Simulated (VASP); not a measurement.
Set up this calculation in VASP 6.6.1, as the native input.

| Quantity | Value |
| --- | --- |
| Task | single point |
| Functional | PBE |
| Potentials or basis | VASP PAW PBE potentials, release 64 (Hf_pv, O) |
| Cutoff | 600 eV |
| k mesh | 6 × 6 × 3 |
| Occupations | gaussian, width 0.05 eV |
| Spin | no spin polarisation |
| Dipole correction | no |
| Further INCAR settings | ALGO = Normal; EDIFF = 1e-06; NBANDS = 56 |

The structure of HfO2 lies in POSCAR:

```
HfO2
1.0
   -2.5575000000     -2.5575000000      0.0000000000
    2.5575000000     -2.5575000000      0.0000000000
   -0.7672500000     -0.7672500000     10.2300000000
Hf O
4 8
Direct
   -0.2812500000      0.0000000000      0.9375000000
    0.4437500000      0.5000000000      0.1875000000
   -0.1312500000      0.0000000000      0.4375000000
    0.2937500000      0.5000000000      0.6875000000
    0.4812500000      0.0000000000      0.0625000000
   -0.0937500000      0.5000000000      0.3125000000
    0.3312500000      0.0000000000      0.5625000000
   -0.2437500000      0.5000000000      0.8125000000
    0.4062500000      0.0000000000      0.3125000000
   -0.1687500000      0.5000000000      0.5625000000
    0.2562500000      0.0000000000      0.8125000000
   -0.0187500000      0.5000000000      0.0625000000
```

This cell differs from its parent crystal: the part above a cut slid along it.

These files were run (other wordings do the same):

INCAR

```
  ALGO = Normal
  EDIFF = 1E-6
  ENCUT = 600
  GGA = PE
  GGA_COMPAT = F
  ISIF = 2
  ISMEAR = 0
  LASPH = T
  LCHARG = F
  LREAL = F
  LWAVE = F
  NBANDS = 56
  NELM = 120
  PREC = Accurate
  SIGMA = 0.05
```

KPOINTS

```
k-points
0
Gamma
  6 6 3
```

Potentials or basis: VASP PAW PBE potentials, release 64 (Hf_pv, O).

The run is started by

```console
$ cat potpaw_PBE.64/Hf_pv/POTCAR potpaw_PBE.64/O/POTCAR > POTCAR
$ mpirun -np 1 vasp_std > vasp.out
```

It gave:

```
Pressure               : 18.9 GPa
Largest force          : 41.146 eV/Å
Band gap on the k mesh : 2.69 eV (least direct gap 2.88 eV)
```

Caveat: the cell differs from its parent crystal (the part above a cut slid along it); atoms lie so close that the PAW spheres overlap strongly, which falsifies energies and pressures; the stress differs along the axes, from 5 to 46 GPa; spin-orbit coupling is left out, which moves the levels of the heavy elements; forces of over 1 eV/Å act on the atoms, so gaps and moduli don't describe the material at rest.

It took 3.2 min on 1 thread of Intel(R) Xeon(R) 6975P-C (Granite Rapids), with other jobs on the host, peak memory 0.42 GiB.
